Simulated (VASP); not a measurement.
# SrNb (P-6m2) in VASP: single point with PBE

Aim: the single point of SrNb with PBE.

Everything below comes from runs of VASP 6.6.1. Logs are shortened: lines on timing, memory, paths and dates and some standing lists are left out, and cuts for length are marked.

**1. The cell of the first run**

The structure is hexagonal, space group P-6m2 (No. 187). Conventional cell: a = 3.787 Å, b = 3.787 Å, c = 15.853 Å, α = 90.00°, β = 90.00°, γ = 120.00°. Sr (site symmetry 3m) has 4 Nb at 3.48 to 4.28 Å and 9 Sr at 3.79 to 4.25 Å within 4.6 Å. Sr (site symmetry -6m2) has 12 Sr at 3.79 to 4.25 Å within 5.0 Å. Nb (site symmetry -6m2) has 6 Nb at 2.69 Å within 3.5 Å. Within 3.5 Å of Nb (site symmetry 3m) lie 4 Nb at 2.69 to 3.13 Å and 3 Sr at 3.48 Å.

The cell was generated, and may not be a known phase.

**2. Single point, PBE, collinear spin**

The input, INCAR:

```
ALGO     = Normal         # electronic algorithm
EDIFF    = 1E-6           # SCF threshold, eV
ENCUT    = 520            # plane-wave cutoff, eV
GGA      = PE             # functional
ISIF     = 2              # what is computed and relaxed
ISMEAR   = 0              # smearing method
ISPIN    = 2              # spin polarisation
LASPH    = True           # aspherical terms in the spheres
LCHARG   = False          # write CHGCAR
LMAXMIX  = 4              # l up to which the mixer works
LORBIT   = 11             # projections on sites
LREAL    = False          # projectors in reciprocal space
LWAVE    = False          # write WAVECAR
MAGMOM   = 0 0 0 1 1 1    # initial moments
NBANDS   = 48             # bands
NELM     = 150            # most SCF steps
PREC     = Accurate       # precision mode
SIGMA    = 0.1            # smearing width, eV
```

The input, KPOINTS:

```
k-points
0
Gamma
  6 6 1
```

The input, POSCAR:

```
SrNb
1.0
    3.7874191524      0.0000000000      0.0000000000
   -1.8937095762      3.2800012008      0.0000000000
    0.0000000000      0.0000000000     15.8526189679
Sr Nb
3 3
Direct
    0.0000000000      0.0000000000      0.2302069192
    0.6666666667      0.3333333333      0.0000000000
    0.0000000000      0.0000000000      0.7697930808
    0.0000000000      0.0000000000      0.5000000000
    0.6666666667      0.3333333333      0.4012002355
    0.6666666667      0.3333333333      0.5987997645
```

Potentials or basis: VASP PAW PBE potentials, release 64 (Sr_sv, Nb_sv).

On the command line:

```sh
> cat potpaw_PBE.64/Sr_sv/POTCAR potpaw_PBE.64/Nb_sv/POTCAR > POTCAR
> mpirun -np 1 vasp_std > vasp.out
```

OUTCAR:

```text
EDIFF = 1E-6
   ENCUT = 520
   GGA = PE
   ISIF = 2
   ISMEAR = 0
   ISPIN = 2
   LASPH = True
   LORBIT = 11
   LREAL = False
   NELM = 150
   PREC = Accurate

 ion  position               nearest neighbor table
   1  0.000  0.000  0.230-   5 3.48   5 3.48   5 3.48   2 4.25   2 4.25   2 4.25
   2  0.667  0.333  0.000-   1 4.25   3 4.25   1 4.25   3 4.25   1 4.25   3 4.25
   3  0.000  0.000  0.770-   6 3.48   6 3.48   6 3.48   2 4.25   2 4.25   2 4.25
   4  0.000  0.000  0.500-   5 2.69   6 2.69   5 2.69   6 2.69   5 2.69   6 2.69
   5  0.667  0.333  0.401-   4 2.69   4 2.69   4 2.69   1 3.48   1 3.48   1 3.48
   6  0.667  0.333  0.599-   4 2.69   4 2.69   4 2.69   3 3.48   3 3.48   3 3.48

  LATTYP: Found a hexagonal cell.
 ALAT       =     3.7874191524
 C/A-ratio  =     4.1855993039

  Lattice vectors:

 A1 = (   3.7874191524,   0.0000000000,   0.0000000000)
 A2 = (  -1.8937095762,   3.2800012008,   0.0000000000)
 A3 = (   0.0000000000,   0.0000000000,  15.8526189679)

Analysis of symmetry for initial positions (statically):
=====================================================================
 Subroutine PRICEL returns:
 Original cell was already a primitive cell.

 Routine SETGRP: Setting up the symmetry group for a
 hexagonal supercell.

 Subroutine GETGRP returns: Found 12 space group operations
 (whereof 12 operations were pure point group operations)
 out of a pool of 24 trial point group operations.

The static configuration has the point symmetry D_3h.

Analysis of symmetry for dynamics (positions and initial velocities):
=====================================================================
 Subroutine PRICEL returns:
 Original cell was already a primitive cell.

 Routine SETGRP: Setting up the symmetry group for a
 hexagonal supercell.

 Subroutine GETGRP returns: Found 12 space group operations
 (whereof 12 operations were pure point group operations)
 out of a pool of 24 trial point group operations.

The dynamic configuration has the point symmetry D_3h.

Analysis of structural, dynamic, and magnetic symmetry:
=====================================================================
 Subroutine PRICEL returns:
 Original cell was already a primitive cell.

 Routine SETGRP: Setting up the symmetry group for a
 hexagonal supercell.

 Subroutine GETGRP returns: Found 12 space group operations
 (whereof 12 operations were pure point group operations)
 out of a pool of 24 trial point group operations.

The overall configuration has the point symmetry D_3h.

 Subroutine INISYM returns: Found 12 space group operations
 (whereof 12 operations are pure point group operations),
 and found     1 'primitive' translations

----------------------------------------------------------------------------------------

                                     Primitive cell

  volume of cell :     196.9330

  direct lattice vectors                    reciprocal lattice vectors
     3.787419152  0.000000000  0.000000000     0.264032039  0.152438969  0.000000000
    -1.893709576  3.280001201  0.000000000     0.000000000  0.304877937  0.000000000
     0.000000000  0.000000000 15.852618968     0.000000000  0.000000000  0.063081059

  length of vectors
     3.787419152  3.787419152 15.852618968     0.304877937  0.304877937  0.063081059

  position of ions in fractional coordinates (direct lattice)
     0.000000000  0.000000000  0.230206919
     0.666666667  0.333333333  0.000000000
     0.000000000  0.000000000  0.769793081
     0.000000000  0.000000000  0.500000000
     0.666666667  0.333333333  0.401200235
     0.666666667  0.333333333  0.598799765

  ion indices of the primitive-cell ions
   primitive index   ion index
                 1           1
                 2           2
                 3           3
                 4           4
                 5           5
                 6           6

----------------------------------------------------------------------------------------

 KPOINTS: k-points

Automatic generation of k-mesh.
 Grid dimensions read from file:
 generate k-points for:    6    6    1

 Generating k-lattice:

  Cartesian coordinates                     Fractional coordinates (reciprocal lattice)
     0.044005340  0.025406495  0.000000000     0.166666667  0.000000000  0.000000000
     0.000000000  0.050812990  0.000000000     0.000000000  0.166666667  0.000000000
     0.000000000  0.000000000  0.063081059     0.000000000  0.000000000  1.000000000

  Length of vectors
     0.050812990  0.050812990  0.063081059

  Shift w.r.t. Gamma in fractional coordinates (k-lattice)
     0.000000000  0.000000000  0.000000000

 Subroutine IBZKPT returns following result:
 ===========================================

 Found      7 irreducible k-points:

 Following reciprocal coordinates:
            Coordinates               Weight
  0.000000  0.000000  0.000000      1.000000
  0.166667  0.000000  0.000000      6.000000
  0.333333  0.000000  0.000000      6.000000
  0.500000 -0.000000  0.000000      3.000000
  0.166667  0.166667  0.000000      6.000000
  0.333333  0.166667  0.000000     12.000000
  0.333333  0.333333  0.000000      2.000000
   k-points           NKPTS =      7   k-points in BZ     NKDIM =      7   number of bands    NBANDS=     48
   number of dos      NEDOS =    301   number of ions     NIONS =      6
   total plane-waves  NPLWV =  94080
   dimension x,y,z NGX =    28 NGY =   28 NGZ =  120
   dimension x,y,z NGXF=    56 NGYF=   56 NGZF=  240
   ions per type =               3   3
   NGX,Y,Z   is equivalent  to a cutoff of  12.29, 12.29, 12.58 a.u.
   NGXF,Y,Z  is equivalent  to a cutoff of  24.58, 24.58, 25.17 a.u.
 SYSTEM =  unknown system
   PREC   = accura    normal or accurate (medium, high low for compatibility)
   ISTART =      0    job   : 0-new  1-cont  2-samecut
   ICHARG =      2    charge: 1-file 2-atom 10-const
   ISPIN  =      2    spin polarized calculation?
   LNONCOLLINEAR =      F non collinear calculations
   LSORBIT =      F    spin-orbit coupling
   LASPH  =      T    aspherical Exc in radial PAW
   ENCUT  =  520.0 eV  38.22 Ry    6.18 a.u.   7.04  7.04 29.48*2*pi/ulx,y,z
   NELM   =    150;   NELMIN=  2; NELMDL= -5     # of ELM steps
   EDIFF  = 0.1E-05   stopping-criterion for ELM
   LREAL  =      F    real-space projection
   EDIFFG = 0.1E-04   stopping-criterion for IOM
   NSW    =      0    number of steps for IOM
   IBRION =     -1    ionic relax: 0-MD 1-quasi-New 2-CG
   NFREE  =      0    steps in history (QN), initial steepest desc. (CG)
   ISIF   =      2    stress and relaxation
   ISYM   =      2    0-nonsym 1-usesym 2-fastsym
   POTIM  = 0.5000    time-step for ionic-motion
   TEBEG  =    0.0;   TEEND  =   0.0 temperature during run
   PSTRESS=    0.0 pullay stress
   NELECT =      69.0000    total number of electrons
   NUPDOWN=      -1.0000    fix difference up-down
   EMIN   =  10.00;   EMAX   =-10.00  energy-range for DOS
   EFERMI =   0.00;   METHOD = LEGACY
   ISMEAR =     0;   SIGMA  =   0.10  broadening in eV -4-tet -1-fermi 0-gaus
   EFERMI_NEDOS =   21; number of points for ismear=-14 and -15
   IALGO  =     38    algorithm
   IMIX   =      4    mixing-type and parameters
     AMIX     =   0.40;   BMIX     =  1.00
     AMIX_MAG =   1.60;   BMIX_MAG =  1.00
  volume/ion in A,a.u.               =      32.82       221.49
  Fermi-wavevector in a.u.,A,eV,Ry     =   1.154122  2.180974 18.122928  1.331998
  Thomas-Fermi vector in A             =   2.290761
   LORBIT       =     11    0 simple, 1 ext, 2 COOP (PROOUT), +10 PAW based schemes
   GGA     = PE    functional components
   LHFCALC =     F    Hartree Fock is set to
   AEXX    =    0.0000 exact exchange contribution
   IVDW    =     0    specifies the selected vdW correction
   LEPSILON=     F    determine dielectric tensor
   LRPA    =     F    only Hartree local field effects (RPA)
 spin polarized calculation
 Gauss-broadening in eV      SIGMA  =   0.10
  energy-cutoff  :      520.00
  volume of cell :      196.93
 maximum number of plane-waves:      5328
   NGX = 15   NGY = 15   NGZ = 59

 number of electron      69.0000001 magnetization       0.9697349

 Free energy of the ion-electron system (eV)
  ---------------------------------------------------
  ext. energy  EPLUGINS =         0.00000000
  ---------------------------------------------------
  free energy    TOTEN  =       -31.61648634 eV

  energy without entropy =      -31.58130678  energy(sigma->0) =      -31.59889656

 E-fermi :   4.4272     XC(G=0):  -9.1723

 val. band max:        4.4003119795   @ k =   0.3333   0.0000   0.0000
 cond. band min:       4.4448986148   @ k =   0.5000  -0.0000   0.0000
 fundamental gap:      0.0445866353
 Fermi energy:         4.4271969149

 spin component 1

 k-point     1 :       0.0000    0.0000    0.0000
  band No.  band energies     occupation
      1     -50.4123      1.00000
      2     -50.3314      1.00000
      3     -49.6500      1.00000
      4     -31.8812      1.00000
      5     -31.4233      1.00000
      6     -31.4233      1.00000
[... 38 lines left out ...]
     45       7.3141      0.00000
     46       7.3141      0.00000

 k-point     2 :       0.1667    0.0000    0.0000
  band No.  band energies     occupation
      1     -50.3981      1.00000
      2     -50.3298      1.00000
      3     -49.6626      1.00000
      4     -31.8697      1.00000
      5     -31.4115      1.00000
      6     -31.4114      1.00000
[... 237 lines left out ...]
 k-point     7 :       0.3333    0.3333    0.0000
  band No.  band energies     occupation
      1     -50.3438      1.00000
      2     -50.3241      1.00000
      3     -49.7109      1.00000
      4     -31.8295      1.00000
      5     -31.3697      1.00000
      6     -31.3697      1.00000
[... 38 lines left out ...]
     45       6.6862      0.00000
     46       6.9168      0.00000
 Fermi energy:         4.4271969149

 spin component 2

 k-point     1 :       0.0000    0.0000    0.0000
  band No.  band energies     occupation
      1     -50.3406      1.00000
      2     -50.2513      1.00000
      3     -49.6494      1.00000
      4     -31.8676      1.00000
      5     -31.3792      1.00000
      6     -31.3792      1.00000
[... 38 lines left out ...]
     45       7.4560      0.00000
     46       7.4560      0.00000

 k-point     2 :       0.1667    0.0000    0.0000
  band No.  band energies     occupation
      1     -50.3249      1.00000
      2     -50.2497      1.00000
      3     -49.6634      1.00000
      4     -31.8562      1.00000
      5     -31.3677      1.00000
      6     -31.3676      1.00000
[... 237 lines left out ...]
 k-point     7 :       0.3333    0.3333    0.0000
  band No.  band energies     occupation
      1     -50.2637      1.00000
      2     -50.2440      1.00000
      3     -49.7186      1.00000
      4     -31.8162      1.00000
      5     -31.3269      1.00000
      6     -31.3269      1.00000
[... 38 lines left out ...]
     45       6.8041      0.00000
     46       6.9368      0.00000
 [bands above 46 left out]

------------------------ aborting loop because EDIFF is reached ----------------------------------------

  FORCE on cell =-STRESS in cart. coord.  units (eV):
  Direction    XX          YY          ZZ          XY          YZ          ZX
  --------------------------------------------------------------------------------------
  -------------------------------------------------------------------------------------
  Total        0.0519494      0.0519494     -0.5103301      0.0000000      0.0000000      0.0000000
  in kB        0.4226422      0.4226422     -4.1518661      0.0000000      0.0000000      0.0000000
  external PRESSURE =      -1.1021939 kB  Pullay stress =       0.0000000 kB

 VOLUME and BASIS-vectors are now :
 -----------------------------------------------------------------------------
  energy-cutoff  :      520.00
  volume of cell :      196.93
      direct lattice vectors                 reciprocal lattice vectors
     3.787419152  0.000000000  0.000000000     0.264032039  0.152438969  0.000000000
    -1.893709576  3.280001201  0.000000000     0.000000000  0.304877937  0.000000000
     0.000000000  0.000000000 15.852618968     0.000000000  0.000000000  0.063081059

 POSITION                                       TOTAL-FORCE (eV/Angst)
 -----------------------------------------------------------------------------------
      0.00000      0.00000      3.64938        -0.000000      0.000000      0.044116
      1.89371      1.09333      0.00000         0.000000     -0.000000      0.000000
      0.00000      0.00000     12.20324        -0.000000      0.000000     -0.044116
      0.00000      0.00000      7.92631        -0.000000      0.000000      0.000000
      1.89371      1.09333      6.36007        -0.000000      0.000000      0.102151
      1.89371      1.09333      9.49254        -0.000000      0.000000     -0.102151
 -----------------------------------------------------------------------------------
    total drift:                               -0.000001      0.000001      0.000000

  FREE ENERGIE OF THE ION-ELECTRON SYSTEM (eV)
  ---------------------------------------------------
  free  energy   TOTEN  =       -31.6164863381 eV

  energy  without entropy=      -31.5813067790  energy(sigma->0) =      -31.59889656

 total charge

# of ion       s       p       d       tot
------------------------------------------
    1        2.067   5.722   0.222   8.011
    2        2.077   5.710   0.186   7.973
    3        2.067   5.722   0.222   8.011
    4        2.262   5.960   2.641  10.863
    5        2.206   5.944   2.509  10.659
    6        2.206   5.944   2.509  10.659
--------------------------------------------------
tot         12.884  35.002   8.290  56.176

 magnetization (x)

# of ion       s       p       d       tot
------------------------------------------
    1        0.004   0.014   0.048   0.067
    2        0.002   0.009   0.008   0.018
    3        0.004   0.014   0.048   0.067
    4       -0.000   0.002  -0.014  -0.013
    5        0.002   0.006   0.112   0.121
    6        0.002   0.006   0.112   0.121
--------------------------------------------------
tot          0.014   0.052   0.315   0.380
```

Run time: 2.9 min. Hardware: 1 thread of AMD EPYC 9R45 (Zen 5), shared host; peak memory 0.39 GiB.

What came out:

| Property | Result |
| --- | --- |
| Free energy | -31.6165 eV |
| Pressure | -0.1 GPa |
| Largest force | 0.102 eV/Å |
| Band gap on the k mesh | zero (filled and empty bands overlap) |
| Net moment | 0.97 μB per cell |
| Site moments | Sr +0.07, +0.02 (each value once); Nb -0.01, +0.12 (each value once) μB |
| Valence electrons inside the program's atomic spheres | Sr 8.01, 7.97 (each value once); Nb 10.86, 10.66 (each value once) |

Forces on the atoms (eV/Å):
```
Sr   0.000  0.000  0.044
Sr   0.000  0.000  0.000
Sr   0.000  0.000 -0.044
Nb   0.000  0.000  0.000
Nb   0.000  0.000  0.102
Nb   0.000  0.000 -0.102
```

Levels at points of the mesh, in eV from the Fermi level:
Spin up:
```csv
k point,band 33,band 34,band 35,band 36,band 37,band 38
"(0.00, 0.00, 0.00)",-1.68,-1.68,-0.06,0.23,0.23,0.71
"(0.50, 0.00, 0.00)",-0.58,-0.35,0.02,0.07,0.45,0.51
```
Spin down:
```tsv
k point	band 30	band 31	band 32	band 33	band 34	band 35	band 36	band 37	band 38	band 39
(0.00, 0.00, 0.00)	-1.75	-1.75	-1.74	-1.63	-1.63	0.23	0.30	0.30	0.89	1.27
(0.50, 0.00, 0.00)	-0.95	-0.75	-0.61	-0.32	-0.29	0.18	0.40	0.50	0.66	1.26
```

Caveat: the k points lie up to 0.40 Å⁻¹ apart; a moment this small can come from the mesh or the smearing.

The gap in the log of VASP goes by the Fermi energy; the results here count the filled bands.